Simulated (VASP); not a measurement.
# TaN (Fm-3m) in VASP: a series of runs

TaN is run at these levels: PBEsol; tasks: single point.

Everything below comes from runs of VASP 6.6.1. Logs are shortened: lines on timing, memory, paths and dates and some standing lists are left out, and cuts for length are marked.

## (1) The cell of the first run

The structure is cubic, space group Fm-3m (No. 225). Conventional cell: a = 4.269 Å, b = 4.269 Å, c = 4.269 Å, α = 90.00°, β = 90.00°, γ = 90.00°. Within 2.8 Å of Ta (site symmetry m-3m) lie 6 N at 2.13 Å. N (site symmetry m-3m) has 6 Ta at 2.13 Å within 2.8 Å.

## (2) Single point, PBEsol (volume scaled by 0.94)

Input file INCAR:

```
ALGO = Normal
EDIFF = 1E-6
ENCUT = 520
GGA = PS
ISIF = 2
ISMEAR = -1
LASPH = T
LCHARG = F
LREAL = F
LWAVE = F
NBANDS = 15
NELM = 100
PREC = Accurate
SIGMA = 0.02
```

Input file KPOINTS:

```
k-points
0
Gamma
  9 9 9
```

Input file POSCAR:

```
TaN
1.0
    0.0000000000      2.1345181309      2.1345181309
    2.1345181309      0.0000000000      2.1345181309
    2.1345181309      2.1345181309      0.0000000000
Ta N
1 1
Direct
    0.5000000000      0.5000000000      0.5000000000
    0.0000000000      0.0000000000      0.0000000000
```

Potentials or basis: VASP PAW PBE potentials, release 64 (Ta_pv, N).

The run is started by

```
$ cat potpaw_PBE.64/Ta_pv/POTCAR potpaw_PBE.64/N/POTCAR > POTCAR
$ mpirun -np 1 vasp_std > vasp.out
```

OUTCAR:

```text
EDIFF = 1E-6
   ENCUT = 520
   GGA = PS
   ISIF = 2
   ISMEAR = -1
   LASPH = T
   LREAL = F
   NELM = 100
   PREC = Accurate

 ion  position               nearest neighbor table
   1  0.500  0.500  0.500-   2 2.13   2 2.13   2 2.13   2 2.13   2 2.13   2 2.13
   2  0.000  0.000  0.000-   1 2.13   1 2.13   1 2.13   1 2.13   1 2.13   1 2.13

  LATTYP: Found a face centered cubic cell.
 ALAT       =     4.2690362618

  Lattice vectors:

 A1 = (   0.0000000000,   2.1345181309,   2.1345181309)
 A2 = (   2.1345181309,   0.0000000000,   2.1345181309)
 A3 = (   2.1345181309,   2.1345181309,   0.0000000000)

Analysis of symmetry for initial positions (statically):
=====================================================================
 Subroutine PRICEL returns:
 Original cell was already a primitive cell.

 Routine SETGRP: Setting up the symmetry group for a
 face centered cubic supercell.

 Subroutine GETGRP returns: Found 48 space group operations
 (whereof 48 operations were pure point group operations)
 out of a pool of 48 trial point group operations.

The static configuration has the point symmetry O_h .

Analysis of symmetry for dynamics (positions and initial velocities):
=====================================================================
 Subroutine PRICEL returns:
 Original cell was already a primitive cell.

 Routine SETGRP: Setting up the symmetry group for a
 face centered cubic supercell.

 Subroutine GETGRP returns: Found 48 space group operations
 (whereof 48 operations were pure point group operations)
 out of a pool of 48 trial point group operations.

The dynamic configuration has the point symmetry O_h .

 Subroutine INISYM returns: Found 48 space group operations
 (whereof 48 operations are pure point group operations),
 and found     1 'primitive' translations

----------------------------------------------------------------------------------------

                                     Primitive cell

  volume of cell :      19.4504

  direct lattice vectors                    reciprocal lattice vectors
     0.000000000  2.134518131  2.134518131    -0.234244907  0.234244907  0.234244907
     2.134518131  0.000000000  2.134518131     0.234244907 -0.234244907  0.234244907
     2.134518131  2.134518131  0.000000000     0.234244907  0.234244907 -0.234244907

  length of vectors
     3.018664490  3.018664490  3.018664490     0.405724079  0.405724079  0.405724079

  position of ions in fractional coordinates (direct lattice)
     0.500000000  0.500000000  0.500000000
     0.000000000  0.000000000  0.000000000

  ion indices of the primitive-cell ions
   primitive index   ion index
                 1           1
                 2           2

----------------------------------------------------------------------------------------

 KPOINTS: k-points

Automatic generation of k-mesh.
 Grid dimensions read from file:
 generate k-points for:    9    9    9

 Generating k-lattice:

  Cartesian coordinates                     Fractional coordinates (reciprocal lattice)
    -0.026027212  0.026027212  0.026027212     0.111111111  0.000000000  0.000000000
     0.026027212 -0.026027212  0.026027212     0.000000000  0.111111111  0.000000000
     0.026027212  0.026027212 -0.026027212     0.000000000  0.000000000  0.111111111

  Length of vectors
     0.045080453  0.045080453  0.045080453

  Shift w.r.t. Gamma in fractional coordinates (k-lattice)
     0.000000000  0.000000000  0.000000000

 Subroutine IBZKPT returns following result:
 ===========================================

 Found     35 irreducible k-points:

 Following reciprocal coordinates:
            Coordinates               Weight
  0.000000  0.000000  0.000000      1.000000
  0.111111  0.000000  0.000000      8.000000
  0.222222  0.000000  0.000000      8.000000
  0.333333  0.000000  0.000000      8.000000
  0.444444  0.000000  0.000000      8.000000
  0.111111  0.111111  0.000000      6.000000
[... 16 lines left out ...]
 -0.333333  0.333333  0.000000     12.000000
  0.444444  0.444444  0.000000      6.000000
 [... further k-points ...]
   k-points           NKPTS =     35   k-points in BZ     NKDIM =     35   number of bands    NBANDS=     15
   number of dos      NEDOS =    301   number of ions     NIONS =      2
   total plane-waves  NPLWV =  13824
   dimension x,y,z NGX =    24 NGY =   24 NGZ =   24
   dimension x,y,z NGXF=    48 NGYF=   48 NGZF=   48
   ions per type =               1   1
   NGX,Y,Z   is equivalent  to a cutoff of  13.22, 13.22, 13.22 a.u.
   NGXF,Y,Z  is equivalent  to a cutoff of  26.43, 26.43, 26.43 a.u.
 SYSTEM =  unknown system
   PREC   = accura    normal or accurate (medium, high low for compatibility)
   ISTART =      0    job   : 0-new  1-cont  2-samecut
   ICHARG =      2    charge: 1-file 2-atom 10-const
   ISPIN  =      1    spin polarized calculation?
   LNONCOLLINEAR =      F non collinear calculations
   LSORBIT =      F    spin-orbit coupling
   LASPH  =      T    aspherical Exc in radial PAW
   ENCUT  =  520.0 eV  38.22 Ry    6.18 a.u.   5.61  5.61  5.61*2*pi/ulx,y,z
   NELM   =    100;   NELMIN=  2; NELMDL= -5     # of ELM steps
   EDIFF  = 0.1E-05   stopping-criterion for ELM
   LREAL  =      F    real-space projection
   EDIFFG = 0.1E-04   stopping-criterion for IOM
   NSW    =      0    number of steps for IOM
   IBRION =     -1    ionic relax: 0-MD 1-quasi-New 2-CG
   NFREE  =      0    steps in history (QN), initial steepest desc. (CG)
   ISIF   =      2    stress and relaxation
   ISYM   =      2    0-nonsym 1-usesym 2-fastsym
   POTIM  = 0.5000    time-step for ionic-motion
   TEBEG  =    0.0;   TEEND  =   0.0 temperature during run
   PSTRESS=    0.0 pullay stress
   NELECT =      16.0000    total number of electrons
   NUPDOWN=      -1.0000    fix difference up-down
   EMIN   =  10.00;   EMAX   =-10.00  energy-range for DOS
   EFERMI =   0.00;   METHOD = LEGACY
   ISMEAR =    -1;   SIGMA  =   0.02  broadening in eV -4-tet -1-fermi 0-gaus
   EFERMI_NEDOS =   21; number of points for ismear=-14 and -15
   IALGO  =     38    algorithm
   IMIX   =      4    mixing-type and parameters
     AMIX     =   0.40;   BMIX     =  1.00
     AMIX_MAG =   1.60;   BMIX_MAG =  1.00
  volume/ion in A,a.u.               =       9.73        65.63
  Fermi-wavevector in a.u.,A,eV,Ry     =   1.533928  2.898704 32.013626  2.352935
  Thomas-Fermi vector in A             =   2.640927
   LORBIT       =      0    0 simple, 1 ext, 2 COOP (PROOUT), +10 PAW based schemes
   GGA     = PS    functional components
   LHFCALC =     F    Hartree Fock is set to
   AEXX    =    0.0000 exact exchange contribution
   IVDW    =     0    specifies the selected vdW correction
   LEPSILON=     F    determine dielectric tensor
   LRPA    =     F    only Hartree local field effects (RPA)
 non-spin polarized calculation
  energy-cutoff  :      520.00
  volume of cell :       19.45
 maximum number of plane-waves:       534
   NGX = 11   NGY = 11   NGZ = 11

 number of electron      15.9999998 magnetization

 Free energy of the ion-electron system (eV)
  ---------------------------------------------------
  ext. energy  EPLUGINS =         0.00000000
  ---------------------------------------------------
  free energy    TOTEN  =       -23.06659655 eV

  energy without entropy =      -23.06563170  energy(sigma->0) =      -23.06611413

 E-fermi :  10.2911     XC(G=0): -14.0872

 val. band max:       10.1760438583   @ k =  -0.4444   0.2222   0.1111
 cond. band min:      10.3118042520   @ k =  -0.2222   0.2222   0.0000
 fundamental gap:      0.1357603937
 Fermi energy:        10.2911450362

 k-point     1 :       0.0000    0.0000    0.0000
  band No.  band energies     occupation
      1     -25.1231      2.00000
      2     -25.1231      2.00000
      3     -25.1231      2.00000
      4      -9.1378      2.00000
      5       6.3651      2.00000
      6       6.3651      2.00000
      7       6.3651      2.00000
      8       8.0165      2.00000
      9       8.0165      2.00000
     10       8.0165      2.00000
     11      10.4544      0.00057
     12      10.4544      0.00057
     13      12.7708      0.00000
     14      19.8209      0.00000
     15      22.9805      0.00000

 k-point     2 :       0.1111    0.0000    0.0000
  band No.  band energies     occupation
      1     -25.2777      2.00000
      2     -25.1361      2.00000
      3     -25.1361      2.00000
      4      -8.7807      2.00000
      5       4.9667      2.00000
      6       5.3564      2.00000
      7       5.3564      2.00000
      8       8.5030      2.00000
      9       8.5030      2.00000
     10       8.6072      2.00000
     11      11.7177      0.00000
     12      11.7177      0.00000
     13      13.5934      0.00000
     14      20.8349      0.00000
     15      22.9799      0.00000

 k-point     3 :       0.2222    0.0000    0.0000
  band No.  band energies     occupation
      1     -25.6501      2.00000
      2     -25.1690      2.00000
      3     -25.1690      2.00000
      4      -7.8384      2.00000
      5       2.7891      2.00000
      6       3.8958      2.00000
      7       3.8958      2.00000
      8       9.3408      2.00000
      9       9.6009      2.00000
     10       9.6009      2.00000
     11      14.1693      0.00000
     12      14.1693      0.00000
     13      15.2204      0.00000
     14      22.9572      0.00000
     15      23.0967      0.00000
[... 343 lines left out ...]
 k-point    23 :      -0.3333    0.3333    0.0000
  band No.  band energies     occupation
      1     -25.9151      2.00000
      2     -25.8460      2.00000
      3     -25.3560      2.00000
      4      -6.6639      2.00000
      5       1.3289      2.00000
      6       3.1464      2.00000
      7       3.2595      2.00000
      8       9.4669      2.00000
      9      12.5186      0.00000
     10      12.5593      0.00000
     11      15.2834      0.00000
     12      17.6951      0.00000
     13      21.0173      0.00000
     14      22.5475      0.00000
     15      22.6509      0.00000

 k-point    24 :       0.4444    0.4444    0.0000
  band No.  band energies     occupation
      1     -26.1077      2.00000
      2     -25.5049      2.00000
      3     -25.5049      2.00000
      4      -7.7955      2.00000
      5       3.3459      2.00000
      6       4.3442      2.00000
      7       5.5604      2.00000
      8       5.5604      2.00000
      9      12.7156      0.00000
     10      14.4480      0.00000
     11      14.4480      0.00000
     12      15.8085      0.00000
     13      18.5833      0.00000
     14      20.3354      0.00000
     15      23.0016      0.00000

 [... further k-points ...]

------------------------ aborting loop because EDIFF is reached ----------------------------------------

  FORCE on cell =-STRESS in cart. coord.  units (eV):
  Direction    XX          YY          ZZ          XY          YZ          ZX
  --------------------------------------------------------------------------------------
  -------------------------------------------------------------------------------------
  Total        3.9412501      3.9412501      3.9412501      0.0000000      0.0000000      0.0000000
  in kB      324.6497234    324.6497234    324.6497234      0.0000000      0.0000000      0.0000000
  external PRESSURE =     324.6497234 kB  Pullay stress =       0.0000000 kB

 VOLUME and BASIS-vectors are now :
 -----------------------------------------------------------------------------
  energy-cutoff  :      520.00
  volume of cell :       19.45
      direct lattice vectors                 reciprocal lattice vectors
     0.000000000  2.134518131  2.134518131    -0.234244907  0.234244907  0.234244907
     2.134518131  0.000000000  2.134518131     0.234244907 -0.234244907  0.234244907
     2.134518131  2.134518131  0.000000000     0.234244907  0.234244907 -0.234244907

 POSITION                                       TOTAL-FORCE (eV/Angst)
 -----------------------------------------------------------------------------------
      2.13452      2.13452      2.13452        -0.000000     -0.000000      0.000000
      0.00000      0.00000      0.00000         0.000000      0.000000     -0.000000
 -----------------------------------------------------------------------------------
    total drift:                                0.000000     -0.000000     -0.000000

  FREE ENERGIE OF THE ION-ELECTRON SYSTEM (eV)
  ---------------------------------------------------
  free  energy   TOTEN  =       -23.0665965549 eV

  energy  without entropy=      -23.0656317022  energy(sigma->0) =      -23.06611413
```

Wall time 6 s (1 thread of Intel Xeon Platinum 8488C (Sapphire Rapids), shared host); peak memory 0.14 GiB.

Results:

- Free energy: -23.0666 eV
- Pressure: 32.5 GPa
- Band gap on the k mesh: zero (band 8 reaches 12.19 eV, above the bottom of band 9 at 8.02 eV)

Caveat: the PAW data sets were made with another functional, which shifts forces and pressure a little; spin-orbit coupling is left out, which moves the levels of the heavy elements.

(Part 1 of 2 ends here.)
